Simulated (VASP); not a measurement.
# Be (Fm-3m) in VASP: further runs, part 2 of 2

VASP 6.6.1. The steps go on from the part before.

## (5) Single point, r2SCAN

This run uses another cell than the first one, of 8.19 Å³/atom.

Contents of POSCAR:

```
Be
1.0
    0.0000000000      1.5998041148      1.5998041148
    1.5998041148      0.0000000000      1.5998041148
    1.5998041148      1.5998041148      0.0000000000
Be
1
Direct
    0.0000000000      0.0000000000      0.0000000000
```

Contents of INCAR.step1:

```
  PREC = Accurate
  ENCUT = 520
  ISMEAR = -1
  SIGMA = 0.1
  LREAL = False
  LASPH = True
  NELM = 60
  NBANDS = 7
  GGA = PE
  ALGO = Normal
  EDIFF = 1E-4
  LWAVE = True
  LCHARG = False
```

Contents of INCAR.step2:

```
  PREC = Accurate
  ENCUT = 520
  EDIFF = 1E-6
  ISMEAR = -1
  SIGMA = 0.1
  LREAL = False
  LASPH = True
  NELM = 60
  ALGO = Normal
  ISIF = 2
  LWAVE = False
  LCHARG = True
  METAGGA = R2SCAN
  LMIXTAU = True
  LELF = True
  LVHAR = True
  NBANDS = 7
  ISTART = 1
```

Contents of KPOINTS:

```
regular mesh
0
Gamma
  18 18 18
```

Potentials or basis: VASP PAW PBE potentials, release 64 (Be).

Launch:

```bash
cat potpaw_PBE.64/Be/POTCAR > POTCAR
cp INCAR.step1 INCAR
mpirun -np 1 vasp_std > vasp.out
cp INCAR.step2 INCAR
mpirun -np 1 vasp_std > vasp.out
```

OUTCAR:

```text
PREC = Accurate
   ENCUT = 520
   EDIFF = 1E-6
   ISMEAR = -1
   LREAL = False
   LASPH = True
   NELM = 60
   ISIF = 2
   METAGGA = R2SCAN
   ISTART = 1

 ion  position               nearest neighbor table
   1  0.000  0.000  0.000-

  LATTYP: Found a face centered cubic cell.
 ALAT       =     3.1996082296

  Lattice vectors:

 A1 = (   0.0000000000,   1.5998041148,   1.5998041148)
 A2 = (   1.5998041148,   0.0000000000,   1.5998041148)
 A3 = (   1.5998041148,   1.5998041148,   0.0000000000)

Analysis of symmetry for initial positions (statically):
=====================================================================
 Subroutine PRICEL returns:
 Original cell was already a primitive cell.

 Routine SETGRP: Setting up the symmetry group for a
 face centered cubic supercell.

 Subroutine GETGRP returns: Found 48 space group operations
 (whereof 48 operations were pure point group operations)
 out of a pool of 48 trial point group operations.

The static configuration has the point symmetry O_h .

Analysis of symmetry for dynamics (positions and initial velocities):
=====================================================================
 Subroutine PRICEL returns:
 Original cell was already a primitive cell.

 Routine SETGRP: Setting up the symmetry group for a
 face centered cubic supercell.

 Subroutine GETGRP returns: Found 48 space group operations
 (whereof 48 operations were pure point group operations)
 out of a pool of 48 trial point group operations.

The dynamic configuration has the point symmetry O_h .

 Subroutine INISYM returns: Found 48 space group operations
 (whereof 48 operations are pure point group operations),
 and found     1 'primitive' translations

[... 103 lines left out ...]
   NELECT =       2.0000    total number of electrons
   NUPDOWN=      -1.0000    fix difference up-down
   EMIN   =  10.00;   EMAX   =-10.00  energy-range for DOS
   EFERMI =   0.00;   METHOD = LEGACY
   ISMEAR =    -1;   SIGMA  =   0.10  broadening in eV -4-tet -1-fermi 0-gaus
   EFERMI_NEDOS =   21; number of points for ismear=-14 and -15
   IALGO  =     38    algorithm
   IMIX   =      4    mixing-type and parameters
     AMIX     =   0.40;   BMIX     =  1.00
     AMIX_MAG =   1.60;   BMIX_MAG =  1.00
  volume/ion in A,a.u.               =       8.19        55.26
  Fermi-wavevector in a.u.,A,eV,Ry     =   1.023312  1.933779 14.247575  1.047167
  Thomas-Fermi vector in A             =   2.157039
   LORBIT       =      0    0 simple, 1 ext, 2 COOP (PROOUT), +10 PAW based schemes
   METAGGA = R2SCAN    functional components
   LHFCALC =     F    Hartree Fock is set to
   AEXX    =    0.0000 exact exchange contribution
   IVDW    =     0    specifies the selected vdW correction
   LEPSILON=     F    determine dielectric tensor
   LRPA    =     F    only Hartree local field effects (RPA)
 non-spin polarized calculation
  energy-cutoff  :      520.00
  volume of cell :        8.19
 maximum number of plane-waves:       229
 NGX is ok and might be reduce to    18
   NGX =  9   NGY =  9   NGZ =  9

 number of electron       2.0000000 magnetization

 Free energy of the ion-electron system (eV)
  ---------------------------------------------------
  ext. energy  EPLUGINS =         0.00000000
  ---------------------------------------------------
  free energy    TOTEN  =        -4.25433868 eV

  energy without entropy =       -4.25053878  energy(sigma->0) =       -4.25243873

 E-fermi :   7.2687     XC(G=0): -11.1416

 val. band max:        7.1539163026   @ k =   0.5000   0.0000   0.0000
 cond. band min:       7.2746297169   @ k =  -0.4444   0.1111   0.0556
 fundamental gap:      0.1207134144
 Fermi energy:         7.2686806241

 k-point     1 :       0.0000    0.0000    0.0000
  band No.  band energies     occupation
      1      -5.1951      2.00000
      2      27.8212      0.00000
      3      27.8212      0.00000
      4      27.8212      0.00000
      5      37.1595      0.00000
      6      37.1595      0.00000
      7      37.1595      0.00000
[... 221 lines left out ...]
 k-point    24 :      -0.2222    0.0556    0.0000
  band No.  band energies     occupation
      1      -3.0551      2.00000
      2      17.4014      0.00000
      3      24.2643      0.00000
      4      26.7466      0.00000
      5      35.9991      0.00000
      6      37.4976      0.00000
      7      38.0911      0.00000

 [... further k-points ...]
[... 5 lines left out ...]
  --------------------------------------------------------------------------------------
  -------------------------------------------------------------------------------------
  Total       -0.2031495     -0.2031495     -0.2031495     -0.0000000      0.0000000     -0.0000000
  in kB      -39.7462301    -39.7462301    -39.7462301     -0.0000000      0.0000000     -0.0000000
  external PRESSURE =     -39.7462301 kB  Pullay stress =       0.0000000 kB

 VOLUME and BASIS-vectors are now :
 -----------------------------------------------------------------------------
  energy-cutoff  :      520.00
  volume of cell :        8.19
      direct lattice vectors                 reciprocal lattice vectors
     0.000000000  1.599804115  1.599804115    -0.312538264  0.312538264  0.312538264
     1.599804115  0.000000000  1.599804115     0.312538264 -0.312538264  0.312538264
     1.599804115  1.599804115  0.000000000     0.312538264  0.312538264 -0.312538264

 POSITION                                       TOTAL-FORCE (eV/Angst)
 -----------------------------------------------------------------------------------
      0.00000      0.00000      0.00000        -0.000000      0.000000      0.000000
 -----------------------------------------------------------------------------------
    total drift:                                0.000000      0.000000      0.000000

  FREE ENERGIE OF THE ION-ELECTRON SYSTEM (eV)
  ---------------------------------------------------
  free  energy   TOTEN  =        -4.2543386794 eV

  energy  without entropy=       -4.2505387794  energy(sigma->0) =       -4.25243873
```

OUTCAR.step1:

```text
PREC = Accurate
   ENCUT = 520
   ISMEAR = -1
   LREAL = False
   LASPH = True
   NELM = 60
[... 455 lines left out ...]
 POSITION                                       TOTAL-FORCE (eV/Angst)
 -----------------------------------------------------------------------------------
      0.00000      0.00000      0.00000        -0.000000     -0.000000     -0.000000
 -----------------------------------------------------------------------------------
    total drift:                                0.000000      0.000000      0.000000

  FREE ENERGIE OF THE ION-ELECTRON SYSTEM (eV)
  ---------------------------------------------------
  free  energy   TOTEN  =        -3.6839572202 eV

  energy  without entropy=       -3.6798465710  energy(sigma->0) =       -3.68190190
```

Run time: 60 s. Hardware: 1 thread of AMD EPYC 7R13, shared host; peak memory 0.09 GiB.

What came out:

- Free energy: -4.2543 eV
- Pressure: -4.0 GPa
- Band gap on the k mesh: zero (bands 1 and 2 overlap by 0.55 eV)

Caveat: the cell stands under tension; the PAW data sets were made with another functional, which shifts forces and pressure a little.
